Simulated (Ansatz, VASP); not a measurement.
Sr in VASP and in Ansatz

File INCAR:

```
SYSTEM = Sr
  PREC = Accurate
  ENCUT = 520
  EDIFF = 1E-6
  ISMEAR = 0
  SIGMA = 0.15
  LREAL = .False.
  LASPH = .True.
  NELM = 80
  ALGO = Fast
  ISIF = 2
  LWAVE = .False.
  LCHARG = .False.
  GGA = PS
  NBANDS = 17
```

File KPOINTS:

```
Automatic mesh
0
Gamma
  15 15 8
  0 0 0
```

Contents of POSCAR:

```
Sr
1.0
    4.3100002207      0.0000000000      0.0000000000
   -2.1550001104      3.7325696814      0.0000000000
    0.0000000000      0.0000000000      7.2615000000
Sr
2
Direct
    0.3333333333      0.6666666667      0.2500000000
    0.6666666667      0.3333333333      0.7500000000
```

Input for Ansatz:

```yaml
crystal:
  lattice:
    - [4.3100002207, 0.0, 0.0]
    - [-2.1550001104, 3.7325696814, 0.0]
    - [0.0, 0.0, 7.2615]
  atoms:
    - { symbol: Sr, position: [0.3333333333, 0.6666666667, 0.25] }
    - { symbol: Sr, position: [0.6666666667, 0.3333333333, 0.75] }
basis:
  ecutwfc: 420
kpoints:
  mp_grid: { grid: [15, 15, 8] }
hamiltonian:
  xc: pbesol
scf:
  occupations: { method: gaussian, width: 0.15 }
output:
  forces: true
  stress: true
  eigenvalues: true
```

Change from the starting cell: strain +0.000 along x and y, +0.030 along z, atoms carried along.

Alike in both runs: task single point; functional PBEsol; k mesh 15 × 15 × 8; occupations gaussian, width 0.15 eV; no spin polarisation.

|  | VASP | Ansatz |
| --- | --- | --- |
| version | VASP 6.6.1 | Ansatz 0.2.0 |
| potentials or method | VASP PAW PBE potentials, release 64 (Sr_sv), cutoff 520 eV | scalar-relativistic, plane waves, PAW |
| valence electrons in the cell | 20 | 20 |

|  | VASP | Ansatz | Ansatz less VASP |
| --- | --- | --- | --- |
| gap on the k mesh at the Fermi level (eV) | none | none | - |
| pressure (GPa) | -1.1 | -1.1 | -0.01 |
| traceless stress, the component that is largest in VASP (GPa) | -0.33 | -0.33 | +0.001 |

VASP's potentials were made for PBE, not for PBEsol. A gap of «none» marks a metal or a gap that the smearing closes. The functional is the same, so the differences come from potentials, cutoffs and numerics.
